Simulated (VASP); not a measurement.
# PbO (P6_3mc) in VASP: a series of runs

PbO is run at these levels: PBE, r2SCAN; tasks: single point.

Everything below comes from runs of VASP 6.6.1. Logs are shortened: lines on timing, memory, paths and dates and some standing lists are left out, and cuts for length are marked.

## Step 1: The cell of the first run

Symmetry: P6_3mc, No. 186, hexagonal system. Conventional cell: a = 4.281 Å, b = 4.281 Å, c = 5.970 Å, α = 90.00°, β = 90.00°, γ = 120.00°. Pb (site symmetry 3m) has 4 O at 2.41 to 2.54 Å within 3.2 Å. Within 3.2 Å of O (site symmetry 3m) lie 4 Pb at 2.41 to 2.54 Å.

## Step 2: Single point, PBE (23.69 Å³/atom)

INCAR

```
  PREC = Accurate
  ENCUT = 520
  EDIFF = 1E-7
  ISMEAR = 0
  SIGMA = 0.01
  LREAL = False
  LASPH = True
  NELM = 80
  ALGO = Normal
  ISIF = 2
  LWAVE = False
  LCHARG = True
  GGA = PE
  LELF = True
  LVHAR = True
  NBANDS = 28
```

KPOINTS

```
Automatic mesh
0
Gamma
  6 6 4
```

POSCAR

```
PbO
1.0
    4.2807266313      0.0000000000      0.0000000000
   -2.1403633156      3.7072180094      0.0000000000
    0.0000000000      0.0000000000      5.9704257103
Pb O
2 2
Direct
    0.3333333333      0.6666666667     -0.0141857210
    0.6666666667      0.3333333333      0.4858142790
    0.3333333333      0.6666666667      0.3891857210
    0.6666666667      0.3333333333      0.8891857210
```

Potentials or basis: VASP PAW PBE potentials, release 64 (Pb_d, O).

Launch:

```bash
> cat potpaw_PBE.64/Pb_d/POTCAR potpaw_PBE.64/O/POTCAR > POTCAR
> mpirun -np 1 vasp_std > vasp.out
```

OUTCAR:

```text
PREC = Accurate
   ENCUT = 520
   EDIFF = 1E-7
   ISMEAR = 0
   LREAL = False
   LASPH = True
   NELM = 80
   ISIF = 2
   GGA = PE

 ion  position               nearest neighbor table
   1  0.333  0.667  0.986-   3 2.41   4 2.54   4 2.54   4 2.54   2 3.88   2 3.88   2 3.88   2 3.88
                             2 3.88   2 3.88
   2  0.667  0.333  0.486-   4 2.41   3 2.54   3 2.54   3 2.54   1 3.88   1 3.88   1 3.88   1 3.88
                             1 3.88   1 3.88
   3  0.333  0.667  0.389-   1 2.41   2 2.54   2 2.54   2 2.54
   4  0.667  0.333  0.889-   2 2.41   1 2.54   1 2.54   1 2.54

  LATTYP: Found a hexagonal cell.
 ALAT       =     4.2807266313
 C/A-ratio  =     1.3947224910

  Lattice vectors:

 A1 = (   4.2807266313,   0.0000000000,   0.0000000000)
 A2 = (  -2.1403633156,   3.7072180094,   0.0000000000)
 A3 = (   0.0000000000,   0.0000000000,   5.9704257103)

Analysis of symmetry for initial positions (statically):
=====================================================================
 Subroutine PRICEL returns:
 Original cell was already a primitive cell.

 Routine SETGRP: Setting up the symmetry group for a
 hexagonal supercell.

 Subroutine GETGRP returns: Found 12 space group operations
 (whereof  6 operations were pure point group operations)
 out of a pool of 24 trial point group operations.

The static configuration has the point symmetry C_3v.
 The point group associated with its full space group is C_6v.

Analysis of symmetry for dynamics (positions and initial velocities):
=====================================================================
 Subroutine PRICEL returns:
 Original cell was already a primitive cell.

 Routine SETGRP: Setting up the symmetry group for a
 hexagonal supercell.

 Subroutine GETGRP returns: Found 12 space group operations
 (whereof  6 operations were pure point group operations)
 out of a pool of 24 trial point group operations.

The dynamic configuration has the point symmetry C_3v.
 The point group associated with its full space group is C_6v.

 Subroutine INISYM returns: Found 12 space group operations
 (whereof  6 operations are pure point group operations),
 and found     1 'primitive' translations

----------------------------------------------------------------------------------------

                                     Primitive cell

  volume of cell :      94.7482

  direct lattice vectors                    reciprocal lattice vectors
     4.280726631  0.000000000  0.000000000     0.233605200  0.134872025  0.000000000
    -2.140363316  3.707218009  0.000000000     0.000000000  0.269744050  0.000000000
     0.000000000  0.000000000  5.970425710     0.000000000  0.000000000  0.167492244

  length of vectors
     4.280726631  4.280726631  5.970425710     0.269744050  0.269744050  0.167492244

  position of ions in fractional coordinates (direct lattice)
     0.333333333  0.666666667  0.985814279
     0.666666667  0.333333333  0.485814279
     0.333333333  0.666666667  0.389185721
     0.666666667  0.333333333  0.889185721

  ion indices of the primitive-cell ions
   primitive index   ion index
                 1           1
                 2           2
                 3           3
                 4           4

----------------------------------------------------------------------------------------

 KPOINTS: Automatic mesh

Automatic generation of k-mesh.
 Grid dimensions read from file:
 generate k-points for:    6    6    4

 Generating k-lattice:

  Cartesian coordinates                     Fractional coordinates (reciprocal lattice)
     0.038934200  0.022478671  0.000000000     0.166666667  0.000000000  0.000000000
     0.000000000  0.044957342  0.000000000     0.000000000  0.166666667  0.000000000
     0.000000000  0.000000000  0.041873061     0.000000000  0.000000000  0.250000000

  Length of vectors
     0.044957342  0.044957342  0.041873061

  Shift w.r.t. Gamma in fractional coordinates (k-lattice)
     0.000000000  0.000000000  0.000000000

 Subroutine IBZKPT returns following result:
[... 53 lines left out ...]

 k-point     3 :       0.3333    0.0000    0.0000
  band No.  band energies     occupation
      1     -13.5813      2.00000
      2     -13.4408      2.00000
      3     -12.4613      2.00000
      4     -12.4413      2.00000
      5     -12.4084      2.00000
      6     -12.4042      2.00000
[... 20 lines left out ...]
     27      12.0985      0.00000
     28      13.4920      0.00000

 k-point     4 :       0.5000    0.0000    0.0000
  band No.  band energies     occupation
      1     -13.5663      2.00000
      2     -13.4887      2.00000
      3     -12.4659      2.00000
      4     -12.4439      2.00000
      5     -12.3973      2.00000
      6     -12.3953      2.00000
[... 20 lines left out ...]
     27      11.8704      0.00000
     28      12.9023      0.00000

 k-point     5 :       0.1667    0.1667    0.0000
  band No.  band energies     occupation
      1     -13.5856      2.00000
      2     -13.4186      2.00000
      3     -12.4632      2.00000
      4     -12.4348      2.00000
      5     -12.4143      2.00000
      6     -12.4079      2.00000
[... 20 lines left out ...]
     27      12.0004      0.00000
     28      13.3017      0.00000

 k-point     6 :       0.3333    0.1667    0.0000
  band No.  band energies     occupation
      1     -13.5646      2.00000
      2     -13.4872      2.00000
      3     -12.4747      2.00000
      4     -12.4302      2.00000
      5     -12.4074      2.00000
      6     -12.3956      2.00000
[... 370 lines left out ...]
      5     -12.4168      2.00000
      6     -12.4168      2.00000
[... 20 lines left out ...]
     27      12.7592      0.00000
     28      12.7592      0.00000

 k-point    19 :       0.1667    0.1667    0.5000
  band No.  band energies     occupation
      1     -13.4725      2.00000
      2     -13.4725      2.00000
      3     -12.4344      2.00000
      4     -12.4344      2.00000
      5     -12.4321      2.00000
      6     -12.4321      2.00000
[... 20 lines left out ...]
     27      12.9089      0.00000
     28      12.9089      0.00000

 k-point    20 :       0.3333    0.1667    0.5000
  band No.  band energies     occupation
      1     -13.4906      2.00000
      2     -13.4906      2.00000
      3     -12.4382      2.00000
      4     -12.4382      2.00000
      5     -12.4186      2.00000
      6     -12.4186      2.00000
[... 20 lines left out ...]
     27      13.0667      0.00000
     28      13.0667      0.00000

 k-point    21 :       0.3333    0.3333    0.5000
  band No.  band energies     occupation
      1     -13.4952      2.00000
      2     -13.4952      2.00000
      3     -12.4343      2.00000
      4     -12.4343      2.00000
      5     -12.4167      2.00000
      6     -12.4167      2.00000
[... 20 lines left out ...]
     27      13.4494      0.00000
     28      13.4494      0.00000

------------------------ aborting loop because EDIFF is reached ----------------------------------------

  FORCE on cell =-STRESS in cart. coord.  units (eV):
  Direction    XX          YY          ZZ          XY          YZ          ZX
  --------------------------------------------------------------------------------------
  -------------------------------------------------------------------------------------
  Total       -1.9736663     -1.9736663     -2.0344124     -0.0000000      0.0000000      0.0000000
  in kB      -33.3743942    -33.3743942    -34.4016009     -0.0000000      0.0000000      0.0000000
  external PRESSURE =     -33.7167964 kB  Pullay stress =       0.0000000 kB

 VOLUME and BASIS-vectors are now :
 -----------------------------------------------------------------------------
  energy-cutoff  :      520.00
  volume of cell :       94.75
      direct lattice vectors                 reciprocal lattice vectors
     4.280726631  0.000000000  0.000000000     0.233605200  0.134872025  0.000000000
    -2.140363316  3.707218009  0.000000000     0.000000000  0.269744050  0.000000000
     0.000000000  0.000000000  5.970425710     0.000000000  0.000000000  0.167492244

 POSITION                                       TOTAL-FORCE (eV/Angst)
 -----------------------------------------------------------------------------------
     -0.00000      2.47148      5.88573         0.000000      0.000000      0.120014
      2.14036      1.23574      2.90052        -0.000000     -0.000000      0.120014
     -0.00000      2.47148      2.32360        -0.000000      0.000000     -0.120014
      2.14036      1.23574      5.30882         0.000000     -0.000000     -0.120014
 -----------------------------------------------------------------------------------
    total drift:                               -0.000000      0.000000     -0.000500

  FREE ENERGIE OF THE ION-ELECTRON SYSTEM (eV)
  ---------------------------------------------------
  free  energy   TOTEN  =       -20.8347593958 eV

  energy  without entropy=      -20.8347593958  energy(sigma->0) =      -20.83475940
```

Wall time 25 s (1 thread of Intel Xeon 6975P-C (Granite Rapids), shared host); peak memory 0.22 GiB.

What came out:

* Free energy: -20.8348 eV
* Pressure: -3.4 GPa
* Largest force: 0.120 eV/Å
* Band gap on the k mesh: 2.02 eV (least direct gap 2.30 eV)

Forces on the atoms (eV/Å):
```
Pb   0.000  0.000  0.120
Pb   0.000  0.000  0.120
O    0.000  0.000 -0.120
O    0.000  0.000 -0.120
```

Stress tensor (GPa, compression positive):
```
-3.34  0.00  0.00
 0.00 -3.34  0.00
 0.00  0.00 -3.44
```

Caveat: the cell stands under tension; spin-orbit coupling is left out, which moves the levels of the heavy elements. A k mesh can miss the band edges.

## Step 3: Single point, r2SCAN (20.15 Å³/atom)

This run uses another cell than the first one, of 20.15 Å³/atom.

POSCAR

```
PbO
1.0
    4.1111884712      0.0000000000      0.0000000000
   -2.0555942356      3.5603936558      0.0000000000
    0.0000000000      0.0000000000      5.5075163699
Pb O
2 2
Direct
    0.3333333333      0.6666666667     -0.0195315528
    0.6666666667      0.3333333333      0.4804684472
    0.3333333333      0.6666666667      0.3945315528
    0.6666666667      0.3333333333      0.8945315528
```

INCAR.step1

```
SYSTEM = PbO
ALGO = Normal
EDIFF = 1E-4
ENCUT = 520
GGA = PE
ISMEAR = 0
LASPH = .TRUE.
LCHARG = .FALSE.
LREAL = .FALSE.
LWAVE = .TRUE.
NBANDS = 28
NELM = 60
PREC = Accurate
SIGMA = 0.01
```

INCAR.step2

```
SYSTEM = PbO
ALGO = Normal
EDIFF = 1E-6
ENCUT = 520
ISIF = 2
ISMEAR = 0
ISTART = 1
LASPH = .TRUE.
LCHARG = .FALSE.
LMIXTAU = .TRUE.
LREAL = .FALSE.
LWAVE = .FALSE.
METAGGA = R2SCAN
NBANDS = 28
NELM = 60
PREC = Accurate
SIGMA = 0.01
```

KPOINTS

```
k-points
0
G
  6 6 4
  0 0 0
```

Potentials or basis: VASP PAW PBE potentials, release 64 (Pb_d, O).

Launch:

```bash
> cat potpaw_PBE.64/Pb_d/POTCAR potpaw_PBE.64/O/POTCAR > POTCAR
> cp INCAR.step1 INCAR
> mpirun -np 1 vasp_std > vasp.out
> cp INCAR.step2 INCAR
> mpirun -np 1 vasp_std > vasp.out
```

Run time: 70 s. Hardware: 1 thread of Intel Xeon 6975P-C (Granite Rapids), shared host; peak memory 0.22 GiB.

The run converged. Its results:

| Property | Result |
| --- | --- |
| Free energy | -128.4608 eV |
| Pressure | 5.6 GPa |
| Largest force | 0.234 eV/Å |
| Band gap on the k mesh | 1.97 eV (least direct gap 2.29 eV) |

Forces in eV/Å, atoms in the order of the input:
```
Pb   0.000  0.000 -0.234
Pb   0.000  0.000 -0.234
O    0.000  0.000  0.234
O    0.000  0.000  0.234
```

Stress tensor (GPa, compression positive):
```
5.45 0.00 0.00
0.00 5.45 0.00
0.00 0.00 6.01
```

Levels at points of the mesh, in eV from the valence-band top:
```csv
k point,band 17,band 18,band 19,band 20,band 21,band 22,band 23,band 24
"(0.00, 0.00, 0.00)",-3.46,-2.67,-2.65,-2.65,4.04,5.01,5.01,5.83
"(0.50, 0.00, 0.00)",-3.55,-3.09,-1.17,-0.91,2.16,3.68,5.28,5.75
"(0.00, 0.00, 0.50)",-3.03,-3.03,-1.88,-1.88,3.92,3.92,5.15,5.15
"(0.50, 0.00, 0.50)",-3.18,-3.18,-0.75,-0.75,1.96,1.96,5.14,5.14
```

Caveat: the cell stands under pressure; the PAW data sets were made with another functional, which shifts forces and pressure a little; spin-orbit coupling is left out, which moves the levels of the heavy elements. A k mesh can miss the band edges.

## Step 4: Single point, r2SCAN (20.80 Å³/atom)

This run uses another cell than the first one, of 20.80 Å³/atom.

POSCAR

```
PbO
1.0
    4.1544673197      0.0000000000      0.0000000000
   -2.0772336599      3.5978742381      0.0000000000
    0.0000000000      0.0000000000      5.5654944871
Pb O
2 2
Direct
    0.3333333333      0.6666666667     -0.0195315528
    0.6666666667      0.3333333333      0.4804684472
    0.3333333333      0.6666666667      0.3945315528
    0.6666666667      0.3333333333      0.8945315528
```

INCAR.step1

```
SYSTEM = PbO
  ALGO = Normal
  EDIFF = 1E-4
  ENCUT = 520
  GGA = PE
  ISMEAR = 0
  LASPH = .TRUE.
  LCHARG = .FALSE.
  LREAL = .FALSE.
  LWAVE = .TRUE.
  NBANDS = 28
  NELM = 60
  PREC = Accurate
  SIGMA = 0.01
```

INCAR.step2

```
SYSTEM = PbO
  ALGO = Normal
  EDIFF = 1E-6
  ENCUT = 520
  ISIF = 2
  ISMEAR = 0
  ISTART = 1
  LASPH = .TRUE.
  LCHARG = .FALSE.
  LMIXTAU = .TRUE.
  LREAL = .FALSE.
  LWAVE = .FALSE.
  METAGGA = R2SCAN
  NBANDS = 28
  NELM = 60
  PREC = Accurate
  SIGMA = 0.01
```

KPOINTS is that of step 3.

Launch:

```bash
> cat potpaw_PBE.64/Pb_d/POTCAR potpaw_PBE.64/O/POTCAR > POTCAR
> cp INCAR.step1 INCAR
> mpirun -np 1 vasp_std > vasp.out
> cp INCAR.step2 INCAR
> mpirun -np 1 vasp_std > vasp.out
```

It took 68 s on 1 thread of Intel Xeon 6975P-C (Granite Rapids), shared host; peak memory 0.22 GiB.

It converged, with:

* Free energy: -128.5298 eV
* Pressure: 2.7 GPa
* Largest force: 0.132 eV/Å
* Band gap on the k mesh: 2.01 eV (least direct gap 2.31 eV)

Forces on the atoms (eV/Å):
```
Pb   0.000  0.000 -0.132
Pb   0.000  0.000 -0.132
O    0.000  0.000  0.132
O    0.000  0.000  0.132
```

Stress tensor (GPa, compression positive):
```
2.63 0.00 0.00
0.00 2.63 0.00
0.00 0.00 2.96
```

Levels at points of the mesh, in eV from the valence-band top:
```csv
k point,band 18,band 19,band 20,band 21,band 22,band 23
"(0.00, 0.00, 0.00)",-2.48,-2.47,-2.47,4.05,4.98,4.98
"(0.50, 0.00, 0.00)",-2.89,-1.09,-0.87,2.22,3.69,5.24
"(0.00, 0.00, 0.50)",-2.84,-1.78,-1.78,3.90,3.90,5.12
"(0.50, 0.00, 0.50)",-2.98,-0.71,-0.71,2.01,2.01,5.13
```

Caveat: the PAW data sets were made with another functional, which shifts forces and pressure a little; spin-orbit coupling is left out, which moves the levels of the heavy elements.

## Step 5: Single point, r2SCAN

This run uses another cell than the first one, of 21.44 Å³/atom.

POSCAR

```
PbO
1.0
    4.1968627715      0.0000000000      0.0000000000
   -2.0984313858      3.6345897763      0.0000000000
    0.0000000000      0.0000000000      5.6222891698
Pb O
2 2
Direct
    0.3333333333      0.6666666667     -0.0195315528
    0.6666666667      0.3333333333      0.4804684472
    0.3333333333      0.6666666667      0.3945315528
    0.6666666667      0.3333333333      0.8945315528
```

INCAR.step1

```
SYSTEM = PbO
ALGO     = Normal         ! electronic algorithm
EDIFF    = 1E-4           ! SCF threshold, eV
ENCUT    = 520            ! plane-wave cutoff, eV
GGA      = PE             ! functional
ISMEAR   = 0              ! smearing method
LASPH    = .TRUE.         ! aspherical terms in the spheres
LCHARG   = .FALSE.        ! write CHGCAR
LREAL    = .FALSE.        ! projectors in reciprocal space
LWAVE    = .TRUE.         ! write WAVECAR
NBANDS   = 28             ! bands
NELM     = 60             ! most SCF steps
PREC     = Accurate       ! precision mode
SIGMA    = 0.01           ! smearing width, eV
```

INCAR.step2

```
SYSTEM = PbO
ALGO     = Normal         ! electronic algorithm
EDIFF    = 1E-6           ! SCF threshold, eV
ENCUT    = 520            ! plane-wave cutoff, eV
ISIF     = 2              ! what is computed and relaxed
ISMEAR   = 0              ! smearing method
ISTART   = 1            
LASPH    = .TRUE.         ! aspherical terms in the spheres
LCHARG   = .FALSE.        ! write CHGCAR
LMIXTAU  = .TRUE.       
LREAL    = .FALSE.        ! projectors in reciprocal space
LWAVE    = .FALSE.        ! write WAVECAR
METAGGA  = R2SCAN         ! meta-GGA
NBANDS   = 28             ! bands
NELM     = 60             ! most SCF steps
PREC     = Accurate       ! precision mode
SIGMA    = 0.01           ! smearing width, eV
```

KPOINTS is that of step 4.

Launch:

```bash
> cat potpaw_PBE.64/Pb_d/POTCAR potpaw_PBE.64/O/POTCAR > POTCAR
> cp INCAR.step1 INCAR
> mpirun -np 1 vasp_std > vasp.out
> cp INCAR.step2 INCAR
> mpirun -np 1 vasp_std > vasp.out
```

Run time: 68 s. Hardware: 1 thread of Intel Xeon 6975P-C (Granite Rapids), shared host; peak memory 0.22 GiB.

It converged, with:

```yaml
Free_energy: -128.5559 eV
Pressure: 0.3 GPa
Largest_force: 0.038 eV/Å
Band_gap_on_the_k_mesh: 2.04 eV (least direct gap 2.33 eV)
```

Forces on the atoms (eV/Å):
```
Pb   0.000  0.000 -0.038
Pb   0.000  0.000 -0.038
O    0.000  0.000  0.038
O    0.000  0.000  0.038
```

Stress tensor (GPa, compression positive):
```
0.22 0.00 0.00
0.00 0.22 0.00
0.00 0.00 0.37
```

Levels at points of the mesh, in eV from the valence-band top:
| k point | band 16 | band 17 | band 18 | band 19 | band 20 | band 21 | band 22 | band 23 | band 24 | band 25 |
| --- | --- | --- | --- | --- | --- | --- | --- | --- | --- | --- |
| (0.00, 0.00, 0.00) | -3.06 | -3.06 | -2.31 | -2.30 | -2.30 | 4.05 | 4.95 | 4.95 | 5.70 | 5.70 |
| (0.50, 0.00, 0.00) | -3.85 | -3.14 | -2.70 | -1.02 | -0.84 | 2.28 | 3.69 | 5.19 | 5.68 | 5.90 |
| (0.00, 0.00, 0.50) | -2.66 | -2.66 | -2.66 | -1.68 | -1.68 | 3.87 | 3.87 | 5.09 | 5.09 | 5.09 |
| (0.50, 0.00, 0.50) | -3.28 | -2.80 | -2.80 | -0.68 | -0.68 | 2.04 | 2.04 | 5.11 | 5.11 | 5.98 |

Caveat: the PAW data sets were made with another functional, which shifts forces and pressure a little; spin-orbit coupling is left out, which moves the levels of the heavy elements.

## Step 6: Summary

```csv
level,cell,gap on the mesh (eV),pressure (GPa),largest force (eV/Å)
PBE,"a = 4.281, b = 4.281, c = 5.970 Å, angles 90.0, 90.0, 120.0°, 4 atoms, atomic positions A",2.02,-3.4,0.12
r2SCAN,"a = 4.111, b = 4.111, c = 5.508 Å, angles 90.0, 90.0, 120.0°, 4 atoms, atomic positions B",1.97,5.6,0.23
r2SCAN,"a = 4.154, b = 4.154, c = 5.565 Å, angles 90.0, 90.0, 120.0°, 4 atoms, atomic positions B",2.01,2.7,0.13
r2SCAN,"a = 4.197, b = 4.197, c = 5.622 Å, angles 90.0, 90.0, 120.0°, 4 atoms, atomic positions B",2.04,0.3,0.04
```

Alike in all rows: task single point; potentials or basis VASP PAW PBE potentials, release 64 (Pb_d, O); no spin polarisation; k mesh 6 × 6 × 4; cutoff (eV) 520; smearing gaussian 0.01 eV.

Caveats: spin-orbit coupling is left out, which moves the levels of the heavy elements; the PAW data sets were made with another functional, which shifts forces and pressure a little (at least some runs); the cell stands under tension (at least some runs); the cell stands under pressure (at least some runs).

Total energies depend on the potentials used, so only differences within one code and one set of settings carry meaning.
